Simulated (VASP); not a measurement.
Set up this calculation in VASP 6.6.1, as the native input.

* Task: single point
* Functional: PBE
* Potentials or basis: VASP PAW PBE potentials, release 64 (W_sv, Au_sv_GW, N)
* Cutoff: 700 eV
* k mesh: 3 × 3 × 2
* Occupations: gaussian, width 0.15 eV
* Spin: no spin polarisation
* Dipole correction: no
* Further INCAR settings: ALGO = Normal; EDIFF = 1e-06; NBANDS = 40

The structure of W2AuN3 lies in POSCAR:

```
W2AuN3
1.0
    4.7267644854      0.0000000000      0.0000000000
   -2.3633822427      4.0934981221      0.0000000000
    0.0000000000      0.0000000000      4.2014583590
W Au N
2 1 3
Direct
    0.3333333333      0.6666666667      0.9886411762
    0.6666666667      0.3333333333      0.9886411762
    0.0000000000      0.0000000000      0.3962567422
    0.3333333333      0.6666666667      0.4074682039
    0.6666666667      0.3333333333      0.4074682039
    0.0000000000      0.0000000000     -0.1133483025
```

The cell was generated, and may not be a known phase.

One way to write it, as run:

INCAR

```
PREC = Accurate
ENCUT = 700
EDIFF = 1E-6
ISMEAR = 0
SIGMA = 0.15
LREAL = F
LASPH = T
NELM = 120
ALGO = Normal
ISIF = 2
LWAVE = F
LCHARG = F
GGA = PE
NBANDS = 40
GGA_COMPAT = F
```

KPOINTS

```
regular mesh
0
Gamma
  3 3 2
```

Potentials or basis: VASP PAW PBE potentials, release 64 (W_sv, Au_sv_GW, N).

Command:

```bash
$ cat potpaw_PBE.64/W_sv/POTCAR potpaw_PBE.64/Au_sv_GW/POTCAR potpaw_PBE.64/N/POTCAR > POTCAR
$ mpirun -np 1 vasp_std > vasp.out
```

Results of the run:

```yaml
Pressure: 0.1 GPa
Largest_force: 0.209 eV/Å
Band_gap_on_the_k_mesh: zero (bands 31 and 32 overlap by 0.60 eV)
```

Caveat: the k points lie up to 0.75 Å⁻¹ apart, too coarse for converged energies and pressures of a metal; spin-orbit coupling is left out, which moves the levels of the heavy elements.

Wall time 74 s on 1 thread of AMD EPYC 7R43 64-Core Processor (Zen 3), with other jobs on the host, peak memory 0.21 GiB.
